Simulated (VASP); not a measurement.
# Ru (P6/mmm) in VASP: a series of runs

Ru is run at these levels: PBEsol; tasks: single point, relaxation of cell and atoms.

All numbers are computed with VASP 6.6.1; they aren't measurements. Logs are shortened: lines on timing, memory, paths and dates and some standing lists are left out, and cuts for length are marked.

## Step 1: The cell of the first run

The structure is hexagonal, space group P6/mmm (No. 191). Conventional cell: a = 4.222 Å, b = 4.222 Å, c = 2.651 Å, α = 90.00°, β = 90.00°, γ = 120.00°. Ru (site symmetry 6/mmm) has 14 Ru at 2.65 to 2.77 Å within 3.5 Å. Ru (site symmetry -6m2) has 11 Ru at 2.44 to 2.77 Å within 3.2 Å.

This isn't the form of Ru at room conditions, which is hcp.

## Step 2: Single point, PBEsol

Input file INCAR:

```
  PREC = Accurate
  ENCUT = 520
  EDIFF = 1E-6
  ISMEAR = 0
  SIGMA = 0.1
  LREAL = F
  LASPH = T
  NELM = 60
  ALGO = Fast
  ISIF = 2
  LWAVE = F
  LCHARG = T
  GGA = PS
  LELF = T
  LVHAR = T
  NBANDS = 28
```

Input file KPOINTS:

```
Automatic mesh
0
Gamma
  12 12 18
```

Input file POSCAR:

```
Ru
1.0
    4.2219008994      0.0000000000      0.0000000000
   -2.1109504497      3.6562734311      0.0000000000
    0.0000000000      0.0000000000      2.6512844732
Ru
3
Direct
    0.0000000000      0.0000000000      0.0000000000
    0.3333333333      0.6666666667      0.5000000000
    0.6666666667      0.3333333333      0.5000000000
```

Potentials or basis: VASP PAW PBE potentials, release 64 (Ru_pv).

Command:

```sh
cat potpaw_PBE.64/Ru_pv/POTCAR > POTCAR
mpirun -np 1 vasp_std > vasp.out
```

OUTCAR:

```text
PREC = Accurate
   ENCUT = 520
   EDIFF = 1E-6
   ISMEAR = 0
   LREAL = F
   LASPH = T
   NELM = 60
   ISIF = 2
   GGA = PS

 ion  position               nearest neighbor table
   1  0.000  0.000  0.000-   2 2.77   3 2.77   2 2.77   3 2.77   2 2.77   2 2.77   3 2.77   3 2.77
                             3 2.77   3 2.77   2 2.77   2 2.77
   2  0.333  0.667  0.500-   3 2.44   3 2.44   3 2.44   1 2.77   1 2.77   1 2.77   1 2.77   1 2.77
                             1 2.77
   3  0.667  0.333  0.500-   2 2.44   2 2.44   2 2.44   1 2.77   1 2.77   1 2.77   1 2.77   1 2.77
                             1 2.77

  LATTYP: Found a hexagonal cell.
 ALAT       =     4.2219008994
 C/A-ratio  =     0.6279835876

  Lattice vectors:

 A1 = (   4.2219008994,   0.0000000000,   0.0000000000)
 A2 = (  -2.1109504497,   3.6562734311,   0.0000000000)
 A3 = (   0.0000000000,   0.0000000000,   2.6512844732)

Analysis of symmetry for initial positions (statically):
=====================================================================
 Subroutine PRICEL returns:
 Original cell was already a primitive cell.

 Routine SETGRP: Setting up the symmetry group for a
 hexagonal supercell.

 Subroutine GETGRP returns: Found 24 space group operations
 (whereof 24 operations were pure point group operations)
 out of a pool of 24 trial point group operations.

The static configuration has the point symmetry D_6h.

Analysis of symmetry for dynamics (positions and initial velocities):
=====================================================================
 Subroutine PRICEL returns:
 Original cell was already a primitive cell.

 Routine SETGRP: Setting up the symmetry group for a
 hexagonal supercell.

 Subroutine GETGRP returns: Found 24 space group operations
 (whereof 24 operations were pure point group operations)
 out of a pool of 24 trial point group operations.

The dynamic configuration has the point symmetry D_6h.

 Subroutine INISYM returns: Found 24 space group operations
 (whereof 24 operations are pure point group operations),
 and found     1 'primitive' translations

----------------------------------------------------------------------------------------

                                     Primitive cell

  volume of cell :      40.9264

  direct lattice vectors                    reciprocal lattice vectors
     4.221900899  0.000000000  0.000000000     0.236860131  0.136751260  0.000000000
    -2.110950450  3.656273431  0.000000000     0.000000000  0.273502521  0.000000000
     0.000000000  0.000000000  2.651284473     0.000000000  0.000000000  0.377175671

  length of vectors
     4.221900899  4.221900899  2.651284473     0.273502521  0.273502521  0.377175671

  position of ions in fractional coordinates (direct lattice)
     0.000000000  0.000000000  0.000000000
     0.333333333  0.666666667  0.500000000
     0.666666667  0.333333333  0.500000000

  ion indices of the primitive-cell ions
   primitive index   ion index
                 1           1
                 2           2
                 3           3

----------------------------------------------------------------------------------------

 KPOINTS: Automatic mesh

Automatic generation of k-mesh.
 Grid dimensions read from file:
 generate k-points for:   12   12   18

 Generating k-lattice:

  Cartesian coordinates                     Fractional coordinates (reciprocal lattice)
     0.019738344  0.011395938  0.000000000     0.083333333  0.000000000  0.000000000
     0.000000000  0.022791877  0.000000000     0.000000000  0.083333333  0.000000000
     0.000000000  0.000000000  0.020954204     0.000000000  0.000000000  0.055555556

  Length of vectors
     0.022791877  0.022791877  0.020954204

  Shift w.r.t. Gamma in fractional coordinates (k-lattice)
     0.000000000  0.000000000  0.000000000

 Subroutine IBZKPT returns following result:
 ===========================================

 Found    190 irreducible k-points:

 Following reciprocal coordinates:
            Coordinates               Weight
  0.000000  0.000000  0.000000      1.000000
  0.083333 -0.000000  0.000000      6.000000
  0.166667 -0.000000  0.000000      6.000000
  0.250000  0.000000  0.000000      6.000000
  0.333333  0.000000  0.000000      6.000000
  0.416667 -0.000000  0.000000      6.000000
[... 16 lines left out ...]
  0.250000  0.000000  0.055556     12.000000
  0.333333  0.000000  0.055556     12.000000
 [... further k-points ...]
   k-points           NKPTS =    190   k-points in BZ     NKDIM =    190   number of bands    NBANDS=     28
   number of dos      NEDOS =    301   number of ions     NIONS =      3
   total plane-waves  NPLWV =  20480
   dimension x,y,z NGX =    32 NGY =   32 NGZ =   20
   dimension x,y,z NGXF=    64 NGYF=   64 NGZF=   40
   ions per type =               3
   NGX,Y,Z   is equivalent  to a cutoff of  12.60, 12.60, 12.54 a.u.
   NGXF,Y,Z  is equivalent  to a cutoff of  25.20, 25.20, 25.08 a.u.
 SYSTEM =  unknown system
   PREC   = accura    normal or accurate (medium, high low for compatibility)
   ISTART =      0    job   : 0-new  1-cont  2-samecut
   ICHARG =      2    charge: 1-file 2-atom 10-const
   ISPIN  =      1    spin polarized calculation?
   LNONCOLLINEAR =      F non collinear calculations
   LSORBIT =      F    spin-orbit coupling
   LASPH  =      T    aspherical Exc in radial PAW
   ENCUT  =  520.0 eV  38.22 Ry    6.18 a.u.   7.85  7.85  4.93*2*pi/ulx,y,z
   NELM   =     60;   NELMIN=  2; NELMDL= -5     # of ELM steps
   EDIFF  = 0.1E-05   stopping-criterion for ELM
   LREAL  =      F    real-space projection
   EDIFFG = 0.1E-04   stopping-criterion for IOM
   NSW    =      0    number of steps for IOM
   IBRION =     -1    ionic relax: 0-MD 1-quasi-New 2-CG
   NFREE  =      0    steps in history (QN), initial steepest desc. (CG)
   ISIF   =      2    stress and relaxation
   ISYM   =      2    0-nonsym 1-usesym 2-fastsym
   POTIM  = 0.5000    time-step for ionic-motion
   TEBEG  =    0.0;   TEEND  =   0.0 temperature during run
   PSTRESS=    0.0 pullay stress
   NELECT =      42.0000    total number of electrons
   NUPDOWN=      -1.0000    fix difference up-down
   EMIN   =  10.00;   EMAX   =-10.00  energy-range for DOS
   EFERMI =   0.00;   METHOD = LEGACY
   ISMEAR =     0;   SIGMA  =   0.10  broadening in eV -4-tet -1-fermi 0-gaus
   EFERMI_NEDOS =   21; number of points for ismear=-14 and -15
   IALGO  =     68    algorithm
   IMIX   =      4    mixing-type and parameters
     AMIX     =   0.40;   BMIX     =  1.00
     AMIX_MAG =   1.60;   BMIX_MAG =  1.00
  volume/ion in A,a.u.               =      13.64        92.06
  Fermi-wavevector in a.u.,A,eV,Ry     =   1.651291  3.120487 37.099844  2.726762
  Thomas-Fermi vector in A             =   2.740095
   LORBIT       =      0    0 simple, 1 ext, 2 COOP (PROOUT), +10 PAW based schemes
   GGA     = PS    functional components
   LHFCALC =     F    Hartree Fock is set to
   AEXX    =    0.0000 exact exchange contribution
   IVDW    =     0    specifies the selected vdW correction
   LEPSILON=     F    determine dielectric tensor
   LRPA    =     F    only Hartree local field effects (RPA)
 non-spin polarized calculation
 RMM-DIIS sequential band-by-band and
 Gauss-broadening in eV      SIGMA  =   0.10
  energy-cutoff  :      520.00
  volume of cell :       40.93
 maximum number of plane-waves:      1117
 NGX is ok and might be reduce to    32
   NGX = 15   NGY = 15   NGZ =  9

 number of electron      41.9999996 magnetization

 Free energy of the ion-electron system (eV)
  ---------------------------------------------------
  ext. energy  EPLUGINS =         0.00000000
  ---------------------------------------------------
  free energy    TOTEN  =       -29.68686336 eV

  energy without entropy =      -29.66905193  energy(sigma->0) =      -29.67795764

 E-fermi :  12.8156     XC(G=0): -14.2336

 val. band max:       12.8088716921   @ k =   0.4167   0.1667   0.5000
 cond. band min:      12.8192215794   @ k =   0.1667   0.0833   0.3889
 fundamental gap:      0.0103498873
 Fermi energy:        12.8155763690

 k-point     1 :       0.0000    0.0000    0.0000
  band No.  band energies     occupation
      1     -30.8257      2.00000
      2     -30.8257      2.00000
      3     -30.4171      2.00000
      4     -30.4171      2.00000
      5     -30.1061      2.00000
      6     -29.8267      2.00000
[... 20 lines left out ...]
     27      22.3706      0.00000
     28      22.3950      0.00000

 k-point     2 :       0.0833   -0.0000    0.0000
  band No.  band energies     occupation
      1     -30.8466      2.00000
      2     -30.8302      2.00000
      3     -30.3918      2.00000
      4     -30.3866      2.00000
      5     -30.1005      2.00000
      6     -29.8298      2.00000
[... 20 lines left out ...]
     27      20.9298      0.00000
     28      22.7607      0.00000

 k-point     3 :       0.1667   -0.0000    0.0000
  band No.  band energies     occupation
      1     -30.8948      2.00000
      2     -30.8306      2.00000
      3     -30.3306      2.00000
      4     -30.3120      2.00000
      5     -30.0842      2.00000
      6     -29.8767      2.00000
[... 20 lines left out ...]
     27      19.5409      0.00000
     28      22.8743      0.00000

 k-point     4 :       0.2500    0.0000    0.0000
  band No.  band energies     occupation
      1     -30.9480      2.00000
      2     -30.8070      2.00000
      3     -30.2568      2.00000
      4     -30.2253      2.00000
      5     -30.0587      2.00000
      6     -29.9907      2.00000
[... 20 lines left out ...]
     27      18.1828      0.00000
     28      23.0341      0.00000

 k-point     5 :       0.3333    0.0000    0.0000
  band No.  band energies     occupation
      1     -30.9928      2.00000
      2     -30.7507      2.00000
      3     -30.1868      2.00000
      4     -30.1863      2.00000
      5     -30.0894      2.00000
      6     -30.0262      2.00000
[... 20 lines left out ...]
     27      16.8707      0.00000
     28      23.2057      0.00000

 k-point     6 :       0.4167   -0.0000    0.0000
  band No.  band energies     occupation
      1     -31.0220      2.00000
      2     -30.6690      2.00000
      3     -30.2954      2.00000
      4     -30.1339      2.00000
      5     -30.0643      2.00000
      6     -29.9899      2.00000
[... 463 lines left out ...]
      5     -30.1181      2.00000
      6     -29.8480      2.00000
[... 20 lines left out ...]
     27      21.0260      0.00000
     28      22.7654      0.00000

 k-point    22 :       0.1667   -0.0000    0.0556
  band No.  band energies     occupation
      1     -30.8910      2.00000
      2     -30.8271      2.00000
      3     -30.3270      2.00000
      4     -30.3107      2.00000
      5     -30.1005      2.00000
      6     -29.8912      2.00000
[... 20 lines left out ...]
     27      19.6555      0.00000
     28      22.8654      0.00000

 k-point    23 :       0.2500    0.0000    0.0556
  band No.  band energies     occupation
      1     -30.9434      2.00000
      2     -30.8034      2.00000
      3     -30.2547      2.00000
      4     -30.2283      2.00000
      5     -30.0726      2.00000
      6     -29.9975      2.00000
[... 20 lines left out ...]
     27      18.3243      0.00000
     28      23.0182      0.00000

 k-point    24 :       0.3333    0.0000    0.0556
  band No.  band energies     occupation
      1     -30.9876      2.00000
      2     -30.7480      2.00000
      3     -30.1933      2.00000
      4     -30.1862      2.00000
      5     -30.0933      2.00000
      6     -30.0364      2.00000
[... 20 lines left out ...]
     27      17.0539      0.00000
     28      23.1834      0.00000

 [... further k-points ...]

------------------------ aborting loop because EDIFF is reached ----------------------------------------

  FORCE on cell =-STRESS in cart. coord.  units (eV):
  Direction    XX          YY          ZZ          XY          YZ          ZX
  --------------------------------------------------------------------------------------
  -------------------------------------------------------------------------------------
  Total        0.0385601      0.0385601     -0.0202571      0.0000000     -0.0000000      0.0000000
  in kB        1.5095450      1.5095450     -0.7930216      0.0000000     -0.0000000      0.0000000
  external PRESSURE =       0.7420228 kB  Pullay stress =       0.0000000 kB

 VOLUME and BASIS-vectors are now :
 -----------------------------------------------------------------------------
  energy-cutoff  :      520.00
  volume of cell :       40.93
      direct lattice vectors                 reciprocal lattice vectors
     4.221900899  0.000000000  0.000000000     0.236860131  0.136751260  0.000000000
    -2.110950450  3.656273431  0.000000000     0.000000000  0.273502521  0.000000000
     0.000000000  0.000000000  2.651284473     0.000000000  0.000000000  0.377175671

 POSITION                                       TOTAL-FORCE (eV/Angst)
 -----------------------------------------------------------------------------------
      0.00000      0.00000      0.00000        -0.000000      0.000000      0.000000
     -0.00000      2.43752      1.32564        -0.000000      0.000000      0.000000
      2.11095      1.21876      1.32564         0.000000      0.000000      0.000000
 -----------------------------------------------------------------------------------
    total drift:                               -0.000000      0.000000      0.000000

  FREE ENERGIE OF THE ION-ELECTRON SYSTEM (eV)
  ---------------------------------------------------
  free  energy   TOTEN  =       -29.6868633575 eV

  energy  without entropy=      -29.6690519305  energy(sigma->0) =      -29.67795764
```

Wall time 5.3 min (1 thread of Intel Xeon 8259CL, shared host); peak memory 0.24 GiB.

What came out:

```yaml
Free_energy: -29.6869 eV
Pressure: 0.1 GPa
Band_gap_on_the_k_mesh: zero (bands 21 and 22 overlap by 2.56 eV)
```

Levels at points of the mesh, in eV from the Fermi level:
```csv
k point,band 18,band 19,band 20,band 21,band 22,band 23,band 24,band 25
"(0.00, 0.00, 0.00)",-2.21,-2.21,-1.49,-1.49,-1.39,-1.39,1.72,1.72
"(0.50, 0.00, 0.00)",-2.60,-1.22,-1.15,0.39,0.81,0.83,0.86,1.29
"(0.00, 0.00, 0.50)",-2.05,-2.05,0.67,0.67,1.38,1.38,2.52,3.53
"(0.50, 0.00, 0.50)",-2.07,-0.80,-0.55,0.29,0.98,1.31,2.19,3.12
```

Caveat: the PAW data sets were made with another functional, which shifts forces and pressure a little.

## Step 3: Relaxation of cell and atoms, PBEsol

Input file INCAR:

```
SYSTEM = Ru
PREC = Accurate
ENCUT = 600
EDIFF = 1E-6
ISMEAR = 0
SIGMA = 0.1
LREAL = .False.
LASPH = .True.
NELM = 60
ALGO = Fast
ISIF = 3
LWAVE = .False.
LCHARG = .False.
GGA = PS
IBRION = 2
NSW = 100
EDIFFG = -0.01
```

Input file KPOINTS:

```
regular mesh
0
Gamma
  12 12 18
  0 0 0
```

Input file POSCAR:

```
Ru
1.0
    4.2226779889      0.0000000000      0.0000000000
   -2.1113389944      3.6569464104      0.0000000000
    0.0000000000      0.0000000000      2.6539466220
Ru
3
Direct
    0.0000000000      0.0000000000      0.0000000000
    0.3333333333      0.6666666667      0.5000000000
    0.6666666667      0.3333333333      0.5000000000
```

Potentials or basis: VASP PAW PBE potentials, release 64 (Ru_pv).

Command:

```sh
cat potpaw_PBE.64/Ru_pv/POTCAR > POTCAR
mpirun -np 1 vasp_std > vasp.out
```

It took 27 min on 1 thread of Intel Xeon 8259CL, shared host; peak memory 0.29 GiB.

Results (log left out):

```
Free energy                           : -29.6878 eV
Relaxed volume                        : 13.64 Å³/atom
Relaxed cell                          : a = 4.223 Å, b = 4.223 Å, c = 2.650 Å, α = 90.00°, β = 90.00°, γ = 120.00°
Space group after relaxing (to 0.1 Å) : P6/mmm (No. 191)
Energy gained by relaxing             : 0.1 meV/atom
Ionic steps                           : 6
Pressure after relaxing               : 0.0 GPa
Band gap on the k mesh                : zero (bands 21 and 22 overlap by 2.56 eV)
```

The path:
```csv
step,energy change (eV),largest force (eV/Å),pressure (GPa),volume (Å³)
1,0.0000,0.0000,-0.48,40.98
2,0.0006,0.0000,1.36,40.74
3,-0.0002,0.0000,0.14,40.91
4,-0.0002,0.0000,0.08,40.92
5,-0.0002,0.0000,-0.09,40.93
6,-0.0002,0.0000,-0.03,40.92
```

Final structure:
```yaml
crystal:
  lattice:
    - [4.22252, 0.00000, 0.00000]
    - [-2.11126, 3.65681, 0.00000]
    - [0.00000, 0.00000, 2.65041]
  atoms:
    - { symbol: Ru, position: [0.00000, 0.00000, 0.00000] }
    - { symbol: Ru, position: [0.33333, 0.66667, 0.50000] }
    - { symbol: Ru, position: [0.66667, 0.33333, 0.50000] }
```

Levels at points of the mesh, in eV from the Fermi level:
| k point | band 17 | band 18 | band 19 | band 20 | band 21 | band 22 | band 23 | band 24 | band 25 |
| --- | --- | --- | --- | --- | --- | --- | --- | --- | --- |
| (0.00, 0.00, 0.00) | -2.91 | -2.21 | -2.21 | -1.49 | -1.49 | -1.38 | -1.38 | 1.72 | 1.72 |
| (0.50, 0.00, 0.00) | -2.68 | -2.60 | -1.22 | -1.14 | 0.39 | 0.81 | 0.84 | 0.86 | 1.28 |
| (0.00, 0.00, 0.50) | -2.21 | -2.05 | -2.05 | 0.67 | 0.67 | 1.38 | 1.38 | 2.53 | 3.53 |
| (0.50, 0.00, 0.50) | -2.17 | -2.07 | -0.80 | -0.55 | 0.29 | 0.98 | 1.31 | 2.20 | 3.12 |

Caveat: the PAW data sets were made with another functional, which shifts forces and pressure a little.
